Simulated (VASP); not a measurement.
# Cr (Im-3m) in VASP: notebook

Runs on Cr. Level: PBEsol. Tasks: relaxation of cell and atoms.

All numbers are computed with VASP 6.6.1; they aren't measurements. Logs are shortened: lines on timing, memory, paths and dates and some standing lists are left out, and cuts for length are marked.

## (1) The cell of the first run

Symmetry: Im-3m, No. 229, cubic system. Conventional cell: a = 2.801 Å, b = 2.801 Å, c = 2.801 Å, α = 90.00°, β = 90.00°, γ = 90.00°. Cr (site symmetry m-3m) has 14 Cr at 2.43 to 2.80 Å within 3.2 Å.

## (2) Relaxation of cell and atoms, PBEsol, target pressure 4 GPa, at which the enthalpy is minimised

Input file INCAR:

```
SYSTEM = Cr
PREC = Accurate
ENCUT = 600
EDIFF = 1E-7
ISMEAR = 0
SIGMA = 0.1
LREAL = .False.
LASPH = .True.
NELM = 60
ALGO = Fast
ISIF = 3
LWAVE = .False.
LCHARG = .False.
GGA = PS
IBRION = 2
NSW = 70
EDIFFG = -0.008
PSTRESS = 40.0
```

Input file KPOINTS:

```
regular mesh
0
Gamma
  20 20 20
  0 0 0
```

Input file POSCAR:

```
Cr
1.0
   -1.4006023770      1.4006023770      1.4006023770
    1.4006023770     -1.4006023770      1.4006023770
    1.4006023770      1.4006023770     -1.4006023770
Cr
1
Direct
    0.0000000000      0.0000000000      0.0000000000
```

Potentials or basis: VASP PAW PBE potentials, release 64 (Cr_pv).

Launch:

```sh
> cat potpaw_PBE.64/Cr_pv/POTCAR > POTCAR
> mpirun -np 1 vasp_std > vasp.out
```

OUTCAR:

```text
SYSTEM = Cr
   PREC = Accurate
   ENCUT = 600
   EDIFF = 1E-7
   ISMEAR = 0
   LREAL = .False.
   LASPH = .True.
   NELM = 60
   ISIF = 3
   GGA = PS
   IBRION = 2
   NSW = 70
   EDIFFG = -0.008
   PSTRESS = 40.0

 ion  position               nearest neighbor table
   1  0.000  0.000  0.000-

  LATTYP: Found a body centered cubic cell.
 ALAT       =     2.8012047540

  Lattice vectors:

 A1 = (  -1.4006023770,   1.4006023770,   1.4006023770)
 A2 = (   1.4006023770,  -1.4006023770,   1.4006023770)
 A3 = (   1.4006023770,   1.4006023770,  -1.4006023770)

Analysis of symmetry for initial positions (statically):
=====================================================================
 Subroutine PRICEL returns:
 Original cell was already a primitive cell.

 Routine SETGRP: Setting up the symmetry group for a
 body centered cubic supercell.

 Subroutine GETGRP returns: Found 48 space group operations
 (whereof 48 operations were pure point group operations)
 out of a pool of 48 trial point group operations.

The static configuration has the point symmetry O_h .

Analysis of symmetry for dynamics (positions and initial velocities):
=====================================================================
 Subroutine PRICEL returns:
 Original cell was already a primitive cell.

 Routine SETGRP: Setting up the symmetry group for a
 body centered cubic supercell.

 Subroutine GETGRP returns: Found 48 space group operations
 (whereof 48 operations were pure point group operations)
 out of a pool of 48 trial point group operations.

The dynamic configuration has the point symmetry O_h .

 Subroutine INISYM returns: Found 48 space group operations
 (whereof 48 operations are pure point group operations),
 and found     1 'primitive' translations

----------------------------------------------------------------------------------------

                                     Primitive cell

  volume of cell :      10.9902

  direct lattice vectors                    reciprocal lattice vectors
    -1.400602377  1.400602377  1.400602377     0.000000000  0.356989256  0.356989256
     1.400602377 -1.400602377  1.400602377     0.356989256  0.000000000  0.356989256
     1.400602377  1.400602377 -1.400602377     0.356989256  0.356989256  0.000000000

  length of vectors
     2.425914478  2.425914478  2.425914478     0.504859047  0.504859047  0.504859047

  position of ions in fractional coordinates (direct lattice)
     0.000000000  0.000000000  0.000000000

  ion indices of the primitive-cell ions
   primitive index   ion index
                 1           1

----------------------------------------------------------------------------------------

 KPOINTS: regular mesh

Automatic generation of k-mesh.
 Grid dimensions read from file:
 generate k-points for:   20   20   20

 Generating k-lattice:

  Cartesian coordinates                     Fractional coordinates (reciprocal lattice)
     0.000000000  0.017849463  0.017849463     0.050000000  0.000000000  0.000000000
     0.017849463  0.000000000  0.017849463     0.000000000  0.050000000  0.000000000
     0.017849463  0.017849463  0.000000000     0.000000000  0.000000000  0.050000000

  Length of vectors
     0.025242952  0.025242952  0.025242952

  Shift w.r.t. Gamma in fractional coordinates (k-lattice)
     0.000000000  0.000000000  0.000000000

 Subroutine IBZKPT returns following result:
 ===========================================

 Found    256 irreducible k-points:

 Following reciprocal coordinates:
            Coordinates               Weight
  0.000000  0.000000  0.000000      1.000000
  0.050000  0.000000  0.000000     12.000000
  0.100000  0.000000  0.000000     12.000000
  0.150000  0.000000  0.000000     12.000000
  0.200000  0.000000  0.000000     12.000000
  0.250000  0.000000  0.000000     12.000000
[... 16 lines left out ...]
  0.200000  0.100000  0.000000     48.000000
  0.250000  0.100000  0.000000     48.000000
 [... further k-points ...]
   k-points           NKPTS =    256   k-points in BZ     NKDIM =    256   number of bands    NBANDS=     10
   number of dos      NEDOS =    301   number of ions     NIONS =      1
   total plane-waves  NPLWV =   8000
   dimension x,y,z NGX =    20 NGY =   20 NGZ =   20
   dimension x,y,z NGXF=    40 NGYF=   40 NGZF=   40
   ions per type =               1
   NGX,Y,Z   is equivalent  to a cutoff of  13.71, 13.71, 13.71 a.u.
   NGXF,Y,Z  is equivalent  to a cutoff of  27.41, 27.41, 27.41 a.u.
 SYSTEM =  Cr
   PREC   = accura    normal or accurate (medium, high low for compatibility)
   ISTART =      0    job   : 0-new  1-cont  2-samecut
   ICHARG =      2    charge: 1-file 2-atom 10-const
   ISPIN  =      1    spin polarized calculation?
   LNONCOLLINEAR =      F non collinear calculations
   LSORBIT =      F    spin-orbit coupling
   LASPH  =      T    aspherical Exc in radial PAW
   ENCUT  =  600.0 eV  44.10 Ry    6.64 a.u.   4.85  4.85  4.85*2*pi/ulx,y,z
   NELM   =     60;   NELMIN=  2; NELMDL= -5     # of ELM steps
   EDIFF  = 0.1E-06   stopping-criterion for ELM
   LREAL  =      F    real-space projection
   EDIFFG = -.8E-02   stopping-criterion for IOM
   NSW    =     70    number of steps for IOM
   IBRION =      2    ionic relax: 0-MD 1-quasi-New 2-CG
   NFREE  =      1    steps in history (QN), initial steepest desc. (CG)
   ISIF   =      3    stress and relaxation
   ISYM   =      2    0-nonsym 1-usesym 2-fastsym
   POTIM  = 0.5000    time-step for ionic-motion
   TEBEG  =    0.0;   TEEND  =   0.0 temperature during run
   PSTRESS=   40.0 pullay stress
   NELECT =      12.0000    total number of electrons
   NUPDOWN=      -1.0000    fix difference up-down
   EMIN   =  10.00;   EMAX   =-10.00  energy-range for DOS
   EFERMI =   0.00;   METHOD = LEGACY
   ISMEAR =     0;   SIGMA  =   0.10  broadening in eV -4-tet -1-fermi 0-gaus
   EFERMI_NEDOS =   21; number of points for ismear=-14 and -15
   IALGO  =     68    algorithm
   IMIX   =      4    mixing-type and parameters
     AMIX     =   0.40;   BMIX     =  1.00
     AMIX_MAG =   1.60;   BMIX_MAG =  1.00
  volume/ion in A,a.u.               =      10.99        74.17
  Fermi-wavevector in a.u.,A,eV,Ry     =   1.685778  3.185659 38.665684  2.841848
  Thomas-Fermi vector in A             =   2.768561
   LORBIT       =      0    0 simple, 1 ext, 2 COOP (PROOUT), +10 PAW based schemes
   GGA     = PS    functional components
   LHFCALC =     F    Hartree Fock is set to
   AEXX    =    0.0000 exact exchange contribution
   IVDW    =     0    specifies the selected vdW correction
   LEPSILON=     F    determine dielectric tensor
   LRPA    =     F    only Hartree local field effects (RPA)
 conjugate gradient relaxation of ions
 non-spin polarized calculation
 RMM-DIIS sequential band-by-band and
 Gauss-broadening in eV      SIGMA  =   0.10
  energy-cutoff  :      600.00
  volume of cell :       10.99
 maximum number of plane-waves:       378
   NGX =  9   NGY =  9   NGZ =  9

--------------------------------------- Ionic step        1  -------------------------------------------

 number of electron      12.0000009 magnetization

 Free energy of the ion-electron system (eV)
  ---------------------------------------------------
  ext. energy  EPLUGINS =         0.00000000
  ---------------------------------------------------
  free energy    TOTEN  =       -10.24402392 eV

  energy without entropy =      -10.24082382  energy(sigma->0) =      -10.24242387

------------------------ aborting loop because EDIFF is reached ----------------------------------------

  FORCE on cell =-STRESS in cart. coord.  units (eV):
  Direction    XX          YY          ZZ          XY          YZ          ZX
  --------------------------------------------------------------------------------------
  -------------------------------------------------------------------------------------
  Total        0.2342060      0.2342060      0.2342060      0.0000000     -0.0000000      0.0000000
  in kB       34.1431879     34.1431879     34.1431879      0.0000000     -0.0000000      0.0000000
  external PRESSURE =      -5.8568121 kB  Pullay stress =      40.0000000 kB
[... 59 lines left out ...]
  enthalpy is  TOTEN    =        -9.9695338644 eV   P V=        0.2727886829

--------------------------------------- Ionic step        3  -------------------------------------------

 number of electron      12.0000009 magnetization

 Free energy of the ion-electron system (eV)
  ---------------------------------------------------
  ext. energy  EPLUGINS =         0.00000000
  ---------------------------------------------------
  free energy    TOTEN  =       -10.24351797 eV

  energy without entropy =      -10.24032432  energy(sigma->0) =      -10.24192114

 E-fermi :  11.5962     XC(G=0): -14.1407

 val. band max:       11.5917590028   @ k =   0.1000   0.0500   0.0500
 cond. band min:      11.6219753318   @ k =   0.1500   0.0500  -0.0000
 fundamental gap:      0.0302163290
 Fermi energy:        11.5961688626

 k-point     1 :       0.0000    0.0000    0.0000
  band No.  band energies     occupation
      1     -30.9287      2.00000
      2     -30.9287      2.00000
      3     -30.9287      2.00000
      4       3.5120      2.00000
      5      10.5992      2.00000
      6      10.5992      2.00000
      7      10.5992      2.00000
      8      12.7678      0.00000
      9      12.7678      0.00000
     10      18.6971      0.00000
[... 287 lines left out ...]
 k-point    24 :       0.2500    0.1000    0.0000
  band No.  band energies     occupation
      1     -31.6663      2.00000
      2     -31.1645      2.00000
      3     -30.9708      2.00000
      4       6.7663      2.00000
      5       9.4641      2.00000
      6      10.0542      2.00000
      7      12.3763      0.00000
      8      13.0828      0.00000
      9      13.4824      0.00000
     10      18.6968      0.00000

 [... further k-points ...]

------------------------ aborting loop because EDIFF is reached ----------------------------------------

  FORCE on cell =-STRESS in cart. coord.  units (eV):
  Direction    XX          YY          ZZ          XY          YZ          ZX
  --------------------------------------------------------------------------------------
  -------------------------------------------------------------------------------------
  Total        0.2783204      0.2783204      0.2783204      0.0000000      0.0000000      0.0000000
  in kB       40.6554049     40.6554049     40.6554049      0.0000000      0.0000000      0.0000000
  external PRESSURE =       0.6554049 kB  Pullay stress =      40.0000000 kB
[... 16 lines left out ...]
  FREE ENERGIE OF THE ION-ELECTRON SYSTEM (eV)
  ---------------------------------------------------
  free  energy   TOTEN  =       -10.2435179667 eV

  energy  without entropy=      -10.2403243166  energy(sigma->0) =      -10.24192114

  enthalpy is  TOTEN    =        -9.9696843338 eV   P V=        0.2738336328

 reached required accuracy - stopping structural energy minimisation
```

It took 1.9 min on 1 thread of Intel Xeon 8259CL, shared host; peak memory 0.16 GiB.

Results:

```
Free energy                                                : -10.2435 eV
Relaxed volume                                             : 10.97 Å³/atom
Relaxed cell                                               : a = 2.424 Å, b = 2.424 Å, c = 2.424 Å, α = 109.47°, β = 109.47°, γ = 109.47°
Space group after relaxing (to 0.1 Å)                      : Im-3m (No. 229)
Energy change on relaxing (the run minimises the enthalpy) : +0.5 meV/atom
Ionic steps                                                : 3
Pressure after relaxing                                    : 4.1 GPa
Band gap on the k mesh                                     : zero (bands 6 and 7 overlap by 3.63 eV)
```

The path:
```tsv
step	energy change (eV)	largest force (eV/Å)	pressure (GPa)	volume (Å³)
1	0.0000	0.0000	3.41	10.99
2	0.0017	0.0000	5.15	10.93
3	0.0005	0.0000	4.07	10.97
```

Final structure:
```
CELL_PARAMETERS angstrom
-1.39967 1.39967 1.39967
1.39967 -1.39967 1.39967
1.39967 1.39967 -1.39967
ATOMIC_POSITIONS crystal
Cr 0.00000 0.00000 0.00000
```

Caveat: the cell is relaxed towards a set pressure, so the run minimises the enthalpy, not the energy; the PAW data sets were made with another functional, which shifts forces and pressure a little; the run has no spin polarisation, though such a crystal can be magnetic.

(Part 1 of 2 ends here.)
